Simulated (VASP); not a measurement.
Input of a VASP 6.6.1 run:

Contents of INCAR:

```
PREC = Accurate
ENCUT = 600
EDIFF = 1E-6
ISMEAR = 0
SIGMA = 0.05
LREAL = F
LASPH = T
NELM = 120
ALGO = Normal
ISIF = 2
LWAVE = F
LCHARG = F
GGA = PS
NBANDS = 36
GGA_COMPAT = F
```

KPOINTS

```
Automatic mesh
0
Gamma
  10 10 2
```

File POSCAR:

```
BN
1.0
   -2.5410113134      0.0000000000      0.0000000000
   -1.2705056567     -2.2005803487      0.0000000000
   -0.6353798789     -0.3668367441     12.6098865131
B N
6 6
Direct
    0.6562571965      0.6562571965      0.0624443320
    0.6006905299      0.6006905299      0.3957776653
    0.5451238632      0.5451238632      0.7291109987
    0.1840071965      0.1840071965      0.8957776653
    0.2951405299      0.2951405299      0.2291109987
    0.2395738632      0.2395738632      0.5624443320
    0.5103650235      0.5103650235      0.9376223347
    0.6214983568      0.6214983568      0.2709556680
    0.5659316901      0.5659316901      0.6042890013
    0.2048150235      0.2048150235      0.7709556680
    0.3159483568      0.3159483568      0.1042890013
    0.2603816901      0.2603816901      0.4376223347
```

Potentials or basis: VASP PAW PBE potentials, release 64 (B, N).

Run with:

```bash
$ cat potpaw_PBE.64/B/POTCAR potpaw_PBE.64/N/POTCAR > POTCAR
$ mpirun -np 1 vasp_std > vasp.out
```

Task: Predict the band gap on the k mesh.

Result: 4.34 eV (least direct gap 6.54 eV).

Task: Predict the pressure.

Result: 0.9 GPa.

Task: Predict the largest force.

Result: 4.055 eV/Å.

Stress tensor (GPa, compression positive):
```
-3.14 -1.43 15.74
-1.43 -1.49  9.08
15.74  9.08  7.31
```

Caveat: the cell differs from its parent crystal (the part above a cut slid along it); the stress differs along the axes, from -3 to 7 GPa; the PAW data sets were made with another functional, which shifts forces and pressure a little. A k mesh can miss the band edges.
